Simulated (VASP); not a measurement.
GaN:

```
Ga N
1.0
     0.00000    2.25350    2.25350
     2.25350    0.00000    2.25350
     2.25350    2.25350    0.00000
Ga N
1 1
Cartesian
  0.0000 0.0000 0.0000
  1.1268 1.1268 1.1268
```

| Quantity | Value |
| --- | --- |
| Program | VASP 6.6.1 |
| Task | relaxation of cell and atoms |
| Functional | revPBE |
| Dispersion | D4 |
| Potentials or basis | VASP PAW PBE potentials, release 64 (Ga_d, N) |
| Cutoff | 600 eV |
| k mesh | 10 × 10 × 10 |
| Occupations | fermi-dirac, width 0.05 eV |
| Spin | no spin polarisation |

At the start: pressure -3.7 GPa; volume 11.44 Å³/atom.

**Question.** How do energy, volume and symmetry change on relaxing?

**Answer.** Over 6 steps the energy falls by 2.8 meV/atom and the volume is 11.20 Å³/atom (-2.1 %); space group F-43m (No. 216, to 0.1 Å) before and after.

The path:
```csv
step,energy change (eV),largest force (eV/Å),pressure (GPa),volume (Å³)
1,0.0000,0.0000,-3.68,22.89
2,-0.0014,0.0000,3.40,22.03
3,-0.0055,0.0000,-0.46,22.42
4,-0.0055,0.0000,0.46,22.37
5,-0.0055,0.0000,0.16,22.40
6,-0.0055,0.0000,0.12,22.41
```

Final structure:
```yaml
crystal:
  lattice:
    - [0.00000, 2.23758, 2.23758]
    - [2.23758, 0.00000, 2.23758]
    - [2.23758, 2.23758, 0.00000]
  atoms:
    - { symbol: Ga, position: [0.00000, 0.00000, 0.00000] }
    - { symbol: N, position: [0.25000, 0.25000, 0.25000] }
```

Caveat: the PAW data sets were made with another functional, which shifts forces and pressure a little.
